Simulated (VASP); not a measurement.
# TePb (Fm-3m) in VASP: settings compared

The runs below take TePb through single point, with PBE exchange alone, r2SCAN, r2SCAN+rVV10.

Everything below comes from runs of VASP 6.6.1. Logs are shortened: lines on timing, memory, paths and dates and some standing lists are left out, and cuts for length are marked.

## 1. The cell of the first run

Symmetry: Fm-3m, No. 225, cubic system. Conventional cell: a = 6.375 Å, b = 6.375 Å, c = 6.375 Å, α = 90.00°, β = 90.00°, γ = 90.00°. Within 4.2 Å of Pb (site symmetry m-3m) lie 6 Te at 3.19 Å. Within 4.2 Å of Te (site symmetry m-3m) lie 6 Pb at 3.19 Å.

## 2. Single point, PBE exchange alone, non-collinear spin, zero start, spin-orbit coupling

The input, INCAR:

```
PREC     = Accurate       # precision mode
ENCUT    = 500            # plane-wave cutoff, eV
EDIFF    = 1E-6           # SCF threshold, eV
ISMEAR   = -1             # smearing method
SIGMA    = 0.15           # smearing width, eV
LREAL    = F              # projectors in reciprocal space
LASPH    = T              # aspherical terms in the spheres
NELM     = 200            # most SCF steps
ALGO     = Normal         # electronic algorithm
ISIF     = 2              # what is computed and relaxed
LWAVE    = F              # write WAVECAR
LCHARG   = T              # write CHGCAR
MAGMOM   = 0 0 0 0 0 0    # initial moments
LORBIT   = 11             # projections on sites
LSORBIT  = T              # spin-orbit coupling
GGA_COMPAT= F            
LORBMOM  = T            
GGA      = PE             # functional
ALDAC    = 0.0          
AGGAC    = 0.0          
LVHAR    = T            
ISYM     = -1           
NBANDS   = 32             # bands
```

The input, KPOINTS:

```
explicit points
125
Reciprocal
  0.10000000   0.10000000   0.10000000 1
  0.10000000   0.10000000   0.30000000 1
  0.10000000   0.10000000   0.50000000 1
  0.10000000   0.10000000   0.70000000 1
  0.10000000   0.10000000   0.90000000 1
  0.10000000   0.30000000   0.10000000 1
  0.10000000   0.30000000   0.30000000 1
  0.10000000   0.30000000   0.50000000 1
  0.10000000   0.30000000   0.70000000 1
  0.10000000   0.30000000   0.90000000 1
  0.10000000   0.50000000   0.10000000 1
  0.10000000   0.50000000   0.30000000 1
  0.10000000   0.50000000   0.50000000 1
  0.10000000   0.50000000   0.70000000 1
  0.10000000   0.50000000   0.90000000 1
  0.10000000   0.70000000   0.10000000 1
  0.10000000   0.70000000   0.30000000 1
  0.10000000   0.70000000   0.50000000 1
  0.10000000   0.70000000   0.70000000 1
  0.10000000   0.70000000   0.90000000 1
  0.10000000   0.90000000   0.10000000 1
  0.10000000   0.90000000   0.30000000 1
  0.10000000   0.90000000   0.50000000 1
  0.10000000   0.90000000   0.70000000 1
  0.10000000   0.90000000   0.90000000 1
  0.30000000   0.10000000   0.10000000 1
  0.30000000   0.10000000   0.30000000 1
  0.30000000   0.10000000   0.50000000 1
  0.30000000   0.10000000   0.70000000 1
  0.30000000   0.10000000   0.90000000 1
  0.30000000   0.30000000   0.10000000 1
  0.30000000   0.30000000   0.30000000 1
  0.30000000   0.30000000   0.50000000 1
  0.30000000   0.30000000   0.70000000 1
  0.30000000   0.30000000   0.90000000 1
  0.30000000   0.50000000   0.10000000 1
  0.30000000   0.50000000   0.30000000 1
  0.30000000   0.50000000   0.50000000 1
  0.30000000   0.50000000   0.70000000 1
  0.30000000   0.50000000   0.90000000 1
  0.30000000   0.70000000   0.10000000 1
  0.30000000   0.70000000   0.30000000 1
  0.30000000   0.70000000   0.50000000 1
  0.30000000   0.70000000   0.70000000 1
  0.30000000   0.70000000   0.90000000 1
  0.30000000   0.90000000   0.10000000 1
  0.30000000   0.90000000   0.30000000 1
  0.30000000   0.90000000   0.50000000 1
  0.30000000   0.90000000   0.70000000 1
  0.30000000   0.90000000   0.90000000 1
  0.50000000   0.10000000   0.10000000 1
  0.50000000   0.10000000   0.30000000 1
  0.50000000   0.10000000   0.50000000 1
  0.50000000   0.10000000   0.70000000 1
  0.50000000   0.10000000   0.90000000 1
  0.50000000   0.30000000   0.10000000 1
  0.50000000   0.30000000   0.30000000 1
  0.50000000   0.30000000   0.50000000 1
  0.50000000   0.30000000   0.70000000 1
  0.50000000   0.30000000   0.90000000 1
  0.50000000   0.50000000   0.10000000 1
  0.50000000   0.50000000   0.30000000 1
  0.50000000   0.50000000   0.50000000 1
  0.50000000   0.50000000   0.70000000 1
  0.50000000   0.50000000   0.90000000 1
  0.50000000   0.70000000   0.10000000 1
  0.50000000   0.70000000   0.30000000 1
  0.50000000   0.70000000   0.50000000 1
  0.50000000   0.70000000   0.70000000 1
  0.50000000   0.70000000   0.90000000 1
  0.50000000   0.90000000   0.10000000 1
  0.50000000   0.90000000   0.30000000 1
  0.50000000   0.90000000   0.50000000 1
  0.50000000   0.90000000   0.70000000 1
  0.50000000   0.90000000   0.90000000 1
  0.70000000   0.10000000   0.10000000 1
  0.70000000   0.10000000   0.30000000 1
  0.70000000   0.10000000   0.50000000 1
  0.70000000   0.10000000   0.70000000 1
  0.70000000   0.10000000   0.90000000 1
  0.70000000   0.30000000   0.10000000 1
  0.70000000   0.30000000   0.30000000 1
  0.70000000   0.30000000   0.50000000 1
  0.70000000   0.30000000   0.70000000 1
  0.70000000   0.30000000   0.90000000 1
  0.70000000   0.50000000   0.10000000 1
  0.70000000   0.50000000   0.30000000 1
  0.70000000   0.50000000   0.50000000 1
  0.70000000   0.50000000   0.70000000 1
  0.70000000   0.50000000   0.90000000 1
  0.70000000   0.70000000   0.10000000 1
  0.70000000   0.70000000   0.30000000 1
  0.70000000   0.70000000   0.50000000 1
  0.70000000   0.70000000   0.70000000 1
  0.70000000   0.70000000   0.90000000 1
  0.70000000   0.90000000   0.10000000 1
  0.70000000   0.90000000   0.30000000 1
  0.70000000   0.90000000   0.50000000 1
  0.70000000   0.90000000   0.70000000 1
  0.70000000   0.90000000   0.90000000 1
  0.90000000   0.10000000   0.10000000 1
  0.90000000   0.10000000   0.30000000 1
  0.90000000   0.10000000   0.50000000 1
  0.90000000   0.10000000   0.70000000 1
  0.90000000   0.10000000   0.90000000 1
  0.90000000   0.30000000   0.10000000 1
  0.90000000   0.30000000   0.30000000 1
  0.90000000   0.30000000   0.50000000 1
  0.90000000   0.30000000   0.70000000 1
  0.90000000   0.30000000   0.90000000 1
  0.90000000   0.50000000   0.10000000 1
  0.90000000   0.50000000   0.30000000 1
  0.90000000   0.50000000   0.50000000 1
  0.90000000   0.50000000   0.70000000 1
  0.90000000   0.50000000   0.90000000 1
  0.90000000   0.70000000   0.10000000 1
  0.90000000   0.70000000   0.30000000 1
  0.90000000   0.70000000   0.50000000 1
  0.90000000   0.70000000   0.70000000 1
  0.90000000   0.70000000   0.90000000 1
  0.90000000   0.90000000   0.10000000 1
  0.90000000   0.90000000   0.30000000 1
  0.90000000   0.90000000   0.50000000 1
  0.90000000   0.90000000   0.70000000 1
  0.90000000   0.90000000   0.90000000 1
```

The input, POSCAR:

```
TePb
1.0
    0.0000000000      3.1873324850      3.1873324850
    3.1873324850      0.0000000000      3.1873324850
    3.1873324850      3.1873324850      0.0000000000
Pb Te
1 1
Direct
    0.0000000000      0.0000000000      0.0000000000
    0.5000000000      0.5000000000      0.5000000000
```

Potentials or basis: VASP PAW PBE potentials, release 64 (Pb_d, Te).

Started as:

```sh
cat potpaw_PBE.64/Pb_d/POTCAR potpaw_PBE.64/Te/POTCAR > POTCAR
mpirun -np 1 vasp_ncl > vasp.out
```

OUTCAR:

```text
PREC = Accurate
   ENCUT = 500
   EDIFF = 1E-6
   ISMEAR = -1
   LREAL = F
   LASPH = T
   NELM = 200
   ISIF = 2
   LORBIT = 11
   LSORBIT = T
   GGA = PE
   ISYM = -1

 ion  position               nearest neighbor table
   1  0.000  0.000  0.000-   2 3.19   2 3.19   2 3.19   2 3.19   2 3.19   2 3.19
   2  0.500  0.500  0.500-   1 3.19   1 3.19   1 3.19   1 3.19   1 3.19   1 3.19

IMPORTANT INFORMATION: All symmetrisations will be switched off!
NOSYMM: (Re-)initialisation of all symmetry stuff for point group C_1.

----------------------------------------------------------------------------------------

                                     Primitive cell

  volume of cell :      64.7608

  direct lattice vectors                    reciprocal lattice vectors
     0.000000000  3.187332485  3.187332485    -0.156870989  0.156870989  0.156870989
     3.187332485  0.000000000  3.187332485     0.156870989 -0.156870989  0.156870989
     3.187332485  3.187332485  0.000000000     0.156870989  0.156870989 -0.156870989

  length of vectors
     4.507568828  4.507568828  4.507568828     0.271708524  0.271708524  0.271708524

  position of ions in fractional coordinates (direct lattice)
     0.000000000  0.000000000  0.000000000
     0.500000000  0.500000000  0.500000000

  ion indices of the primitive-cell ions
   primitive index   ion index
                 1           1
                 2           2

----------------------------------------------------------------------------------------

 KPOINTS: explicit points

Read explicit list of k-points.

 Found    125 k-points:

 Following reciprocal coordinates:
            Coordinates               Weight
  0.100000  0.100000  0.100000      0.008000
  0.100000  0.100000  0.300000      0.008000
  0.100000  0.100000  0.500000      0.008000
  0.100000  0.100000  0.700000      0.008000
  0.100000  0.100000  0.900000      0.008000
  0.100000  0.300000  0.100000      0.008000
[... 16 lines left out ...]
  0.100000  0.900000  0.500000      0.008000
  0.100000  0.900000  0.700000      0.008000
 [... further k-points ...]
   k-points           NKPTS =    125   k-points in BZ     NKDIM =    125   number of bands    NBANDS=     32
   number of dos      NEDOS =    301   number of ions     NIONS =      2
   total plane-waves  NPLWV =  46656
   dimension x,y,z NGX =    36 NGY =   36 NGZ =   36
   dimension x,y,z NGXF=    72 NGYF=   72 NGZF=   72
   ions per type =               1   1
   NGX,Y,Z   is equivalent  to a cutoff of  13.28, 13.28, 13.28 a.u.
   NGXF,Y,Z  is equivalent  to a cutoff of  26.55, 26.55, 26.55 a.u.
 SYSTEM =  unknown system
[... 918 lines left out ...]
  in kB      128.2447251    128.2445577    128.2444125     -0.5454637     -0.5454286     -0.5454541
  external PRESSURE =     128.2445651 kB  Pullay stress =       0.0000000 kB

 VOLUME and BASIS-vectors are now :
 -----------------------------------------------------------------------------
  energy-cutoff  :      500.00
  volume of cell :       64.76
      direct lattice vectors                 reciprocal lattice vectors
     0.000000000  3.187332485  3.187332485    -0.156870989  0.156870989  0.156870989
     3.187332485  0.000000000  3.187332485     0.156870989 -0.156870989  0.156870989
     3.187332485  3.187332485  0.000000000     0.156870989  0.156870989 -0.156870989

 POSITION                                       TOTAL-FORCE (eV/Angst)
 -----------------------------------------------------------------------------------
      0.00000      0.00000      0.00000         0.000001      0.000000      0.000000
      3.18733      3.18733      3.18733        -0.000001     -0.000000     -0.000000
 -----------------------------------------------------------------------------------
    total drift:                                0.000001      0.000000     -0.000000

  FREE ENERGIE OF THE ION-ELECTRON SYSTEM (eV)
  ---------------------------------------------------
  free  energy   TOTEN  =        -5.3365987558 eV

  energy  without entropy=       -5.3217968806  energy(sigma->0) =       -5.32919782

 orbital moment (x)

 # of ion     p       d       tot
 ----------------------------------------
  1        -0.000  -0.000  -0.000
  2        -0.000   0.000  -0.000
 ----------------------------------------
           -0.000  -0.000  -0.000

 orbital moment (y)

 # of ion     p       d       tot
 ----------------------------------------
  1        -0.000  -0.000  -0.000
  2        -0.000  -0.000  -0.000
 ----------------------------------------
           -0.000  -0.000  -0.000

 orbital moment (z)

 # of ion     p       d       tot
 ----------------------------------------
  1        -0.000  -0.000  -0.000
  2        -0.000  -0.000  -0.000
 ----------------------------------------
           -0.000  -0.000  -0.000

 Spin-Orbit-Coupling matrix elements

 Ion:    1  E_soc:     -0.9401883
 l=   1
     0.0000000    -0.0887060    -0.0887060
    -0.0887060     0.0000000    -0.0887060
    -0.0887060    -0.0887060     0.0000000
 l=   2
     0.0000000    -0.0136229     0.0000000    -0.0136229    -0.0543692
    -0.0136229     0.0000000    -0.0407768    -0.0136229    -0.0135923
     0.0000000    -0.0407768     0.0000000    -0.0407769     0.0000000
    -0.0136229    -0.0136229    -0.0407769     0.0000000    -0.0135923
    -0.0543692    -0.0135923     0.0000000    -0.0135923     0.0000000
 l=   3
     0.0000000     0.0000000     0.0000000     0.0000000     0.0000000     0.0000000     0.0000000
     0.0000000     0.0000000     0.0000000     0.0000000     0.0000000     0.0000000     0.0000000
     0.0000000     0.0000000     0.0000000     0.0000000     0.0000000     0.0000000     0.0000000
     0.0000000     0.0000000     0.0000000     0.0000000     0.0000000     0.0000000     0.0000000
     0.0000000     0.0000000     0.0000000     0.0000000     0.0000000     0.0000000     0.0000000
     0.0000000     0.0000000     0.0000000     0.0000000     0.0000000     0.0000000     0.0000000
     0.0000000     0.0000000     0.0000000     0.0000000     0.0000000     0.0000000     0.0000000

 Ion:    2  E_soc:     -0.2155365
 l=   1
     0.0000000    -0.0359780    -0.0359780
    -0.0359780     0.0000000    -0.0359780
    -0.0359780    -0.0359780     0.0000000
 l=   2
     0.0000000    -0.0000121     0.0000000    -0.0000121     0.0000674
    -0.0000121     0.0000000     0.0000506    -0.0000121     0.0000169
     0.0000000     0.0000506     0.0000000     0.0000506     0.0000000
    -0.0000121    -0.0000121     0.0000506     0.0000000     0.0000169
     0.0000674     0.0000169     0.0000000     0.0000169     0.0000000
 l=   3
     0.0000000     0.0000000     0.0000000     0.0000000     0.0000000     0.0000000     0.0000000
     0.0000000     0.0000000     0.0000000     0.0000000     0.0000000     0.0000000     0.0000000
     0.0000000     0.0000000     0.0000000     0.0000000     0.0000000     0.0000000     0.0000000
     0.0000000     0.0000000     0.0000000     0.0000000     0.0000000     0.0000000     0.0000000
     0.0000000     0.0000000     0.0000000     0.0000000     0.0000000     0.0000000     0.0000000
     0.0000000     0.0000000     0.0000000     0.0000000     0.0000000     0.0000000     0.0000000
     0.0000000     0.0000000     0.0000000     0.0000000     0.0000000     0.0000000     0.0000000

 total charge

# of ion       s       p       d       tot
------------------------------------------
    1        1.450   0.644   9.837  11.931
    2        1.387   2.025   0.022   3.433
--------------------------------------------------
tot          2.837   2.669   9.858  15.364

 magnetization (x)

# of ion       s       p       d       tot
------------------------------------------
    1       -0.000   0.000  -0.000  -0.000
    2        0.000  -0.000   0.000   0.000
--------------------------------------------------
tot         -0.000   0.000  -0.000  -0.000

 magnetization (y)

# of ion       s       p       d       tot
------------------------------------------
    1        0.000   0.000   0.000   0.000
    2        0.000  -0.000  -0.000   0.000
--------------------------------------------------
tot          0.000   0.000   0.000   0.000

 magnetization (z)

# of ion       s       p       d       tot
------------------------------------------
    1        0.000  -0.000   0.000   0.000
    2        0.000   0.000   0.000   0.000
--------------------------------------------------
tot          0.000   0.000   0.000   0.000
```

It took 20 min on 1 thread of Intel Xeon Platinum 8259CL at 2.50GHz (Skylake/Cascade Lake), shared host; peak memory 0.61 GiB.

What came out:

```yaml
Free_energy: -5.3366 eV
Pressure: 12.8 GPa
Net_moment: 0.00 μB per cell
Valence_electrons_inside_the_program's_atomic_spheres: Pb 11.93; Te 3.43
```

Moments on the atoms (μB; x, y, z):
```
Pb  0.00 0.00 0.00
Te  0.00 0.00 0.00
```

Caveat: the cell stands under pressure.

## 3. Single point, r2SCAN

This run uses another cell than the first one, of 33.73 Å³/atom.

The input, POSCAR:

```
TePb
1.0
    0.0000000000      3.2310000000      3.2310000000
    3.2310000000      0.0000000000      3.2310000000
    3.2310000000      3.2310000000      0.0000000000
Pb Te
1 1
Direct
    0.0000000000      0.0000000000      0.0000000000
    0.5000000000      0.5000000000      0.5000000000
```

The input, INCAR.step1:

```
PREC = Accurate ; ENCUT = 520
ISMEAR = -1 ; SIGMA = 0.05
LREAL = False ; LASPH = True
NELM = 60 ; NBANDS = 17
GGA = PE ; ALGO = Normal
EDIFF = 1E-4 ; LWAVE = True
LCHARG = False
```

The input, INCAR.step2:

```
PREC = Accurate ; ENCUT = 520
EDIFF = 1E-6 ; ISMEAR = -1
SIGMA = 0.05 ; LREAL = False
LASPH = True ; NELM = 60
ALGO = Normal ; ISIF = 2
LWAVE = False ; LCHARG = False
METAGGA = R2SCAN ; LMIXTAU = True
NBANDS = 17 ; ISTART = 1
```

The input, KPOINTS:

```
Automatic mesh
0
Gamma
  7 7 7
```

Potentials or basis: VASP PAW PBE potentials, release 64 (Pb_d, Te).

Started as:

```sh
cat potpaw_PBE.64/Pb_d/POTCAR potpaw_PBE.64/Te/POTCAR > POTCAR
cp INCAR.step1 INCAR
mpirun -np 1 vasp_std > vasp.out
cp INCAR.step2 INCAR
mpirun -np 1 vasp_std > vasp.out
```

It took 3.8 min on 1 thread of Intel Xeon 8259CL, shared host; peak memory 0.19 GiB.

It converged, with:

```yaml
Free_energy: -82.6957 eV
Pressure: 1.5 GPa
```

Levels at points of the mesh, in eV from the Fermi level:
| k point | band 8 | band 9 | band 10 | band 11 | band 12 | band 13 |
| --- | --- | --- | --- | --- | --- | --- |
| (0.00, 0.00, 0.00) | -2.05 | -2.05 | -2.05 | 3.80 | 3.80 | 3.80 |

Caveat: this odd mesh misses L, so gap, dielectric constants and Born charges aren't listed; the PAW data sets were made with another functional, which shifts forces and pressure a little; spin-orbit coupling is left out, which moves the levels of the heavy elements.

[end of part 1 of 2]
